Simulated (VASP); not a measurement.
Wanted: the native input for a VASP 6.6.1 run.

```yaml
Task: single point
Functional: LDA
Potentials_or_basis: VASP PAW LDA potentials, release 64 (C_h)
Cutoff: 1300 eV
k_mesh: 12 × 12 × 12
Occupations: gaussian, width 0.02 eV
Spin: no spin polarisation
Dipole_correction: no
Further_INCAR_settings: ALGO = Normal; EDIFF = 1e-06; NBANDS = 11
```

The structure of C lies in POSCAR:

```
C
1.0
    0.0000000000      1.7657234629      1.7657234629
    1.7657234629      0.0000000000      1.7657234629
    1.7657234629      1.7657234629      0.0000000000
C
2
Direct
    0.0000000000      0.0000000000      0.0000000000
    0.2500000000      0.2500000000      0.2500000000
```

One way to write it, as run:

INCAR

```
ALGO = Normal
EDIFF = 1E-6
ENCUT = 1300
GGA_COMPAT = False
ISIF = 2
ISMEAR = 0
LASPH = True
LCHARG = False
LREAL = False
LWAVE = False
NBANDS = 11
NELM = 120
PREC = Accurate
SIGMA = 0.02
```

KPOINTS

```
k-points
0
Gamma
  12 12 12
```

Potentials or basis: VASP PAW LDA potentials, release 64 (C_h).

Command:

```bash
$ cat potpaw_LDA.64/C_h/POTCAR > POTCAR
$ mpirun -np 1 vasp_std > vasp.out
```

Results of the run:

| Property | Result |
| --- | --- |
| Pressure | 1.0 GPa |
| Band gap on the k mesh | 4.20 eV (least direct gap 5.63 eV) |

Wall time 42 s on 1 thread of Intel(R) Xeon(R) Platinum 8175M CPU @ 2.50GHz (Skylake/Cascade Lake) (shared host), peak memory 0.15 GiB.
